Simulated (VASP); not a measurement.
# Mg in VASP: a series of runs

Mg is run at these levels: PBE; tasks: single point, relaxation of cell and atoms.

Program: VASP 6.6.1. These are calculated values, not measurements. Logs are shortened: lines on timing, memory, paths and dates and some standing lists are left out, and cuts for length are marked.

## (1) The cell of the first run

The typed cell holds 1 atom: a = 3.198 Å, b = 3.198 Å, c = 3.198 Å, α = 119.95°, β = 119.96°, γ = 90.07°.

This isn't the form of Mg at room conditions, which is hcp.

## (2) Single point, PBE

Contents of INCAR:

```
PREC = Accurate ; ENCUT = 520
EDIFF = 1E-7 ; ISMEAR = 0
SIGMA = 0.1 ; LREAL = F
LASPH = T ; NELM = 100
ALGO = Fast ; ISIF = 2
LWAVE = F ; LCHARG = F
GGA = PE ; NBANDS = 7
```

Contents of KPOINTS:

```
regular mesh
0
Gamma
  24 24 24
```

Contents of POSCAR:

```
Mg
1.0
   -1.6002917908      1.6000588443      2.2600752450
    1.6002917908     -1.6000588443      2.2600752450
    1.6002917908      1.6000588443     -2.2600752450
Mg
1
Direct
    0.0000000000      0.0000000000      0.0000000000
```

Potentials or basis: VASP PAW PBE potentials, release 64 (Mg).

Started as:

```sh
$ cat potpaw_PBE.64/Mg/POTCAR > POTCAR
$ mpirun -np 1 vasp_std > vasp.out
```

OUTCAR:

```text
PREC = Accurate
   ENCUT = 520
   EDIFF = 1E-7
   ISMEAR = 0
   LREAL = F
   LASPH = T
   NELM = 100
   ISIF = 2
   GGA = PE

 ion  position               nearest neighbor table
   1  0.000  0.000  0.000-

  LATTYP: Found a body centered orthorhombic cell.
 ALAT       =     3.2001176886
 B/A-ratio  =     1.0001455862
 C/A-ratio  =     1.4124950798

  Lattice vectors:

 A1 = (   1.6002917908,  -1.6000588443,  -2.2600752450)
 A2 = (  -1.6002917908,   1.6000588443,  -2.2600752450)
 A3 = (   1.6002917908,   1.6000588443,   2.2600752450)

Analysis of symmetry for initial positions (statically):
=====================================================================
 Subroutine PRICEL returns:
 Original cell was already a primitive cell.

 Routine SETGRP: Setting up the symmetry group for a
 body centered orthorhombic supercell.

 Subroutine GETGRP returns: Found  8 space group operations
 (whereof  8 operations were pure point group operations)
 out of a pool of  8 trial point group operations.

The static configuration has the point symmetry D_2h.

Analysis of symmetry for dynamics (positions and initial velocities):
=====================================================================
 Subroutine PRICEL returns:
 Original cell was already a primitive cell.

 Routine SETGRP: Setting up the symmetry group for a
 body centered orthorhombic supercell.

 Subroutine GETGRP returns: Found  8 space group operations
 (whereof  8 operations were pure point group operations)
 out of a pool of  8 trial point group operations.

The dynamic configuration has the point symmetry D_2h.

 Subroutine INISYM returns: Found  8 space group operations
 (whereof  8 operations are pure point group operations),
 and found     1 'primitive' translations

----------------------------------------------------------------------------------------

                                     Primitive cell

  volume of cell :      23.1482

  direct lattice vectors                    reciprocal lattice vectors
    -1.600291791  1.600058844  2.260075245     0.000000000  0.312488507  0.221231572
     1.600291791 -1.600058844  2.260075245     0.312443020  0.000000000  0.221231572
     1.600291791  1.600058844 -2.260075245     0.312443020  0.312488507  0.000000000

  length of vectors
     3.198290517  3.198290517  3.198290517     0.382873969  0.382836844  0.441893322

  position of ions in fractional coordinates (direct lattice)
     0.000000000  0.000000000  0.000000000

  ion indices of the primitive-cell ions
   primitive index   ion index
                 1           1

----------------------------------------------------------------------------------------

 KPOINTS: regular mesh

Automatic generation of k-mesh.
 Grid dimensions read from file:
 generate k-points for:   24   24   24

 Generating k-lattice:

  Cartesian coordinates                     Fractional coordinates (reciprocal lattice)
     0.000000000  0.013020354  0.009217982     0.041666667 -0.000000000  0.000000000
     0.013018459  0.000000000  0.009217982    -0.000000000  0.041666667  0.000000000
     0.013018459  0.013020354  0.000000000     0.000000000  0.000000000  0.041666667

  Length of vectors
     0.015953082  0.015951535  0.018412222

  Shift w.r.t. Gamma in fractional coordinates (k-lattice)
     0.000000000  0.000000000  0.000000000

 Subroutine IBZKPT returns following result:
 ===========================================

 Found   1963 irreducible k-points:

 Following reciprocal coordinates:
            Coordinates               Weight
  0.000000  0.000000  0.000000      1.000000
  0.041667  0.000000  0.000000      4.000000
  0.083333 -0.000000  0.000000      4.000000
  0.125000 -0.000000  0.000000      4.000000
  0.166667 -0.000000  0.000000      4.000000
  0.208333 -0.000000  0.000000      4.000000
[... 16 lines left out ...]
  0.375000  0.041667  0.000000      8.000000
  0.416667  0.041667  0.000000      8.000000
 [... further k-points ...]
   k-points           NKPTS =   1963   k-points in BZ     NKDIM =   1963   number of bands    NBANDS=      7
   number of dos      NEDOS =    301   number of ions     NIONS =      1
   total plane-waves  NPLWV =  13824
   dimension x,y,z NGX =    24 NGY =   24 NGZ =   24
   dimension x,y,z NGXF=    48 NGYF=   48 NGZF=   48
   ions per type =               1
   NGX,Y,Z   is equivalent  to a cutoff of  12.48, 12.48, 12.48 a.u.
   NGXF,Y,Z  is equivalent  to a cutoff of  24.95, 24.95, 24.95 a.u.
 SYSTEM =  unknown system
   PREC   = accura    normal or accurate (medium, high low for compatibility)
   ISTART =      0    job   : 0-new  1-cont  2-samecut
   ICHARG =      2    charge: 1-file 2-atom 10-const
   ISPIN  =      1    spin polarized calculation?
   LNONCOLLINEAR =      F non collinear calculations
   LSORBIT =      F    spin-orbit coupling
   LASPH  =      T    aspherical Exc in radial PAW
   ENCUT  =  520.0 eV  38.22 Ry    6.18 a.u.   5.95  5.95  5.95*2*pi/ulx,y,z
   NELM   =    100;   NELMIN=  2; NELMDL= -5     # of ELM steps
   EDIFF  = 0.1E-06   stopping-criterion for ELM
   LREAL  =      F    real-space projection
   EDIFFG = 0.1E-05   stopping-criterion for IOM
   NSW    =      0    number of steps for IOM
   IBRION =     -1    ionic relax: 0-MD 1-quasi-New 2-CG
   NFREE  =      0    steps in history (QN), initial steepest desc. (CG)
   ISIF   =      2    stress and relaxation
   ISYM   =      2    0-nonsym 1-usesym 2-fastsym
   POTIM  = 0.5000    time-step for ionic-motion
   TEBEG  =    0.0;   TEEND  =   0.0 temperature during run
   PSTRESS=    0.0 pullay stress
   NELECT =       2.0000    total number of electrons
   NUPDOWN=      -1.0000    fix difference up-down
   EMIN   =  10.00;   EMAX   =-10.00  energy-range for DOS
   EFERMI =   0.00;   METHOD = LEGACY
   ISMEAR =     0;   SIGMA  =   0.10  broadening in eV -4-tet -1-fermi 0-gaus
   EFERMI_NEDOS =   21; number of points for ismear=-14 and -15
   IALGO  =     68    algorithm
   IMIX   =      4    mixing-type and parameters
     AMIX     =   0.40;   BMIX     =  1.00
     AMIX_MAG =   1.60;   BMIX_MAG =  1.00
  volume/ion in A,a.u.               =      23.15       156.21
  Fermi-wavevector in a.u.,A,eV,Ry     =   0.723734  1.367658  7.126603  0.523791
  Thomas-Fermi vector in A             =   1.814025
   LORBIT       =      0    0 simple, 1 ext, 2 COOP (PROOUT), +10 PAW based schemes
   GGA     = PE    functional components
   LHFCALC =     F    Hartree Fock is set to
   AEXX    =    0.0000 exact exchange contribution
   IVDW    =     0    specifies the selected vdW correction
   LEPSILON=     F    determine dielectric tensor
   LRPA    =     F    only Hartree local field effects (RPA)
 non-spin polarized calculation
 RMM-DIIS sequential band-by-band and
 Gauss-broadening in eV      SIGMA  =   0.10
  energy-cutoff  :      520.00
  volume of cell :       23.15
 maximum number of plane-waves:       636
   NGX = 11   NGY = 11   NGZ = 11

 number of electron       2.0000000 magnetization

 Free energy of the ion-electron system (eV)
  ---------------------------------------------------
  ext. energy  EPLUGINS =         0.00000000
  ---------------------------------------------------
  free energy    TOTEN  =        -1.49499228 eV

  energy without entropy =       -1.49290765  energy(sigma->0) =       -1.49394997

 E-fermi :   2.5652     XC(G=0):  -8.4658

 val. band max:        2.5624856573   @ k =   0.4583  -0.1250   0.0417
 cond. band min:       2.5676530486   @ k =  -0.3750  -0.4583   0.0833
 fundamental gap:      0.0051673913
 Fermi energy:         2.5652236133

 k-point     1 :       0.0000    0.0000    0.0000
  band No.  band energies     occupation
      1      -4.3063      2.00000
      2      14.8819      0.00000
      3      14.8857      0.00000
      4      14.8930      0.00000
      5      16.7727      0.00000
      6      16.7735      0.00000
      7      16.7778      0.00000

 k-point     2 :       0.0417    0.0000    0.0000
  band No.  band energies     occupation
      1      -4.2679      2.00000
      2      14.1267      0.00000
      3      14.7791      0.00000
      4      14.7883      0.00000
      5      16.8661      0.00000
      6      16.9411      0.00000
      7      16.9417      0.00000

 k-point     3 :       0.0833   -0.0000    0.0000
  band No.  band energies     occupation
      1      -4.1528      2.00000
      2      12.8204      0.00000
      3      14.5465      0.00000
      4      14.5566      0.00000
      5      16.7488      0.00000
      6      17.3676      0.00000
      7      17.3681      0.00000

 k-point     4 :       0.1250   -0.0000    0.0000
  band No.  band energies     occupation
      1      -3.9612      2.00000
      2      11.4498      0.00000
      3      14.2857      0.00000
      4      14.2973      0.00000
      5      16.5609      0.00000
      6      17.9481      0.00000
      7      17.9497      0.00000

 k-point     5 :       0.1667   -0.0000    0.0000
  band No.  band energies     occupation
      1      -3.6935      2.00000
      2      10.0931      0.00000
      3      14.0469      0.00000
      4      14.0600      0.00000
      5      16.3594      0.00000
      6      18.2869      0.00000
      7      18.3238      0.00000

 k-point     6 :       0.2083   -0.0000    0.0000
  band No.  band energies     occupation
      1      -3.3506      2.00000
      2       8.7739      0.00000
      3      13.8503      0.00000
      4      13.8650      0.00000
      5      16.1767      0.00000
      6      17.5921      0.00000
      7      17.6295      0.00000

 k-point     7 :       0.2500   -0.0000    0.0000
  band No.  band energies     occupation
      1      -2.9330      2.00000
      2       7.5025      0.00000
      3      13.7047      0.00000
      4      13.7211      0.00000
      5      16.0326      0.00000
      6      16.9333      0.00000
      7      16.9692      0.00000

 k-point     8 :       0.2917   -0.0000    0.0000
  band No.  band energies     occupation
      1      -2.4418      2.00000
      2       6.2849      0.00000
      3      13.6135      0.00000
      4      13.6316      0.00000
      5      15.9381      0.00000
      6      16.3338      0.00000
      7      16.3683      0.00000

 k-point     9 :       0.3333   -0.0000    0.0000
  band No.  band energies     occupation
      1      -1.8782      2.00000
      2       5.1248      0.00000
      3      13.5776      0.00000
      4      13.5974      0.00000
      5      15.7999      0.00000
      6      15.8314      0.00000
      7      15.8989      0.00000

 k-point    10 :       0.3750   -0.0000    0.0000
  band No.  band energies     occupation
      1      -1.2437      2.00000
      2       4.0254      0.00000
      3      13.5948      0.00000
      4      13.6163      0.00000
      5      15.3373      0.00000
      6      15.3682      0.00000
      7      15.9089      0.00000

 k-point    11 :       0.4167   -0.0000    0.0000
  band No.  band energies     occupation
      1      -0.5405      2.00000
      2       2.9898      0.00000
      3      13.6576      0.00000
      4      13.6807      0.00000
      5      14.9555      0.00000
      6      14.9848      0.00000
      7      15.9597      0.00000
[... 51 lines left out ...]
 k-point    17 :       0.1250    0.0417    0.0000
  band No.  band energies     occupation
      1      -3.8462      2.00000
      2      10.9992      0.00000
      3      13.2717      0.00000
      4      14.8374      0.00000
      5      16.8218      0.00000
      6      17.6058      0.00000
      7      18.1998      0.00000

 k-point    18 :       0.1667    0.0417    0.0000
  band No.  band energies     occupation
      1      -3.5535      2.00000
      2       9.6657      0.00000
      3      13.0112      0.00000
      4      14.6611      0.00000
      5      16.6370      0.00000
      6      17.4401      0.00000
      7      18.2791      0.00000

 k-point    19 :       0.2083    0.0417    0.0000
  band No.  band energies     occupation
      1      -3.1856      2.00000
      2       8.3675      0.00000
      3      12.8114      0.00000
      4      14.5028      0.00000
      5      16.4687      0.00000
      6      16.7362      0.00000
      7      17.7054      0.00000

 k-point    20 :       0.2500    0.0417    0.0000
  band No.  band energies     occupation
      1      -2.7435      2.00000
      2       7.1167      0.00000
      3      12.6725      0.00000
      4      14.3805      0.00000
      5      16.0968      0.00000
      6      16.3292      0.00000
      7      17.0909      0.00000

 k-point    21 :       0.2917    0.0417    0.0000
  band No.  band energies     occupation
      1      -2.2282      2.00000
      2       5.9198      0.00000
      3      12.5953      0.00000
      4      14.2951      0.00000
      5      15.5359      0.00000
      6      16.1769      0.00000
      7      16.5933      0.00000

 k-point    22 :       0.3333    0.0417    0.0000
  band No.  band energies     occupation
      1      -1.6410      2.00000
      2       4.7809      0.00000
      3      12.5799      0.00000
      4      14.2256      0.00000
      5      15.0801      0.00000
      6      15.8444      0.00000
      7      16.3909      0.00000

 k-point    23 :       0.3750    0.0417    0.0000
  band No.  band energies     occupation
      1      -0.9834      2.00000
      2       3.7033      0.00000
      3      12.6258      0.00000
      4      14.1004      0.00000
      5      14.8045      0.00000
      6      15.4260      0.00000
      7      16.3910      0.00000

 k-point    24 :       0.4167    0.0417    0.0000
  band No.  band energies     occupation
      1      -0.2587      2.00000
      2       2.6907      0.07599
      3      12.7316      0.00000
      4      13.8624      0.00000
      5      14.7678      0.00000
      6      15.0476      0.00000
      7      16.4600      0.00000

 [... further k-points ...]
[... 5 lines left out ...]
  --------------------------------------------------------------------------------------
  -------------------------------------------------------------------------------------
  Total       -0.0216037     -0.0204892     -0.0173597     -0.0000000      0.0000000      0.0000000
  in kB       -1.4952747     -1.4181327     -1.2015318     -0.0000000      0.0000000      0.0000000
  external PRESSURE =      -1.3716464 kB  Pullay stress =       0.0000000 kB

 VOLUME and BASIS-vectors are now :
 -----------------------------------------------------------------------------
  energy-cutoff  :      520.00
  volume of cell :       23.15
      direct lattice vectors                 reciprocal lattice vectors
    -1.600291791  1.600058844  2.260075245     0.000000000  0.312488507  0.221231572
     1.600291791 -1.600058844  2.260075245     0.312443020  0.000000000  0.221231572
     1.600291791  1.600058844 -2.260075245     0.312443020  0.312488507  0.000000000

 POSITION                                       TOTAL-FORCE (eV/Angst)
 -----------------------------------------------------------------------------------
      0.00000      0.00000      0.00000         0.000000      0.000000      0.000000
 -----------------------------------------------------------------------------------
    total drift:                                0.000000      0.000000     -0.000000

  FREE ENERGIE OF THE ION-ELECTRON SYSTEM (eV)
  ---------------------------------------------------
  free  energy   TOTEN  =        -1.4949922822 eV

  energy  without entropy=       -1.4929076494  energy(sigma->0) =       -1.49394997
```

Run time: 1.9 min. Hardware: 1 thread of Intel Xeon 8259CL, shared host; peak memory 0.43 GiB.

What came out:

```yaml
Free_energy: -1.4950 eV
Pressure: -0.1 GPa
Band_gap_on_the_k_mesh: zero (bands 1 and 2 overlap by 2.73 eV)
```

## (3) Relaxation of cell and atoms, PBE

This run uses another cell than the first one, of 23.06 Å³/atom.

Contents of INCAR:

```
  ALGO = Fast
  EDIFF = 1E-7
  EDIFFG = -0.01
  ENCUT = 600
  GGA = PE
  IBRION = 2
  ISIF = 3
  ISMEAR = 0
  LASPH = True
  LCHARG = False
  LREAL = False
  LWAVE = False
  NELM = 60
  NSW = 100
  PREC = Accurate
  SIGMA = 0.1
```

Contents of KPOINTS:

```
k-points
0
Gamma
  22 22 22
```

Contents of POSCAR:

```
Mg
1.0
    0.0000000000      2.2558302602      2.3104169921
    2.2124578189      0.0000000000      2.3104169921
    2.2124578189      2.2558302602      0.0000000000
Mg
1
Direct
    0.0000000000      0.0000000000      0.0000000000
```

Potentials or basis: VASP PAW PBE potentials, release 64 (Mg).

Started as:

```sh
$ cat potpaw_PBE.64/Mg/POTCAR > POTCAR
$ mpirun -np 1 vasp_std > vasp.out
```

Wall time 8 min (1 thread of Intel Xeon 8259CL, shared host); peak memory 0.43 GiB.

It converged, with:

| Quantity | Value |
| --- | --- |
| Free energy | -1.4943 eV |
| Relaxed volume | 23.07 Å³/atom |
| Relaxed cell | a = 3.219 Å, b = 3.183 Å, c = 3.185 Å, α = 60.74°, β = 59.61°, γ = 59.65° |
| Space group after relaxing (to 0.1 Å) | I4/mmm (No. 139) |
| Energy gained by relaxing | 0.6 meV/atom |
| Ionic steps | 7 |
| Pressure after relaxing | 0.0 GPa |
| Band gap on the k mesh | zero (bands 1 and 2 overlap by 2.61 eV) |

The path:
| step | energy change (eV) | largest force (eV/Å) | pressure (GPa) | volume (Å³) |
| --- | --- | --- | --- | --- |
| 1 | 0.0000 | 0.0000 | -0.04 | 23.06 |
| 2 | -0.0002 | 0.0000 | -0.01 | 23.05 |
| 3 | -0.0005 | 0.0000 | 0.08 | 22.99 |
| 4 | -0.0003 | 0.0000 | 0.26 | 22.88 |
| 5 | -0.0006 | 0.0000 | 0.14 | 22.95 |
| 6 | -0.0006 | 0.0000 | 0.12 | 22.96 |
| 7 | -0.0006 | 0.0000 | -0.04 | 23.07 |

Final structure:
```
Mg
1.0
     0.00000    2.27732    2.27537
     2.22595    0.00000    2.27537
     2.22595    2.27732    0.00000
Mg
1
Direct
  0.00000 0.00000 0.00000
```

Levels at points of the mesh, in eV from the Fermi level:
```
           k point  band 1  band 2  band 3  band 4  band 5
(0.00, 0.00, 0.00)   -6.88   12.30   12.31   12.46   14.23
(0.50, 0.00, 0.00)   -1.67   -1.26   11.06   11.46   11.84
(0.50, 0.50, 0.00)   -0.28    0.71    6.19    7.01    7.09
(0.50, 0.00, 0.50)   -0.29    0.70    6.19    7.03    7.10
(0.00, 0.50, 0.50)    0.00    1.04    5.95    6.72    6.72
```
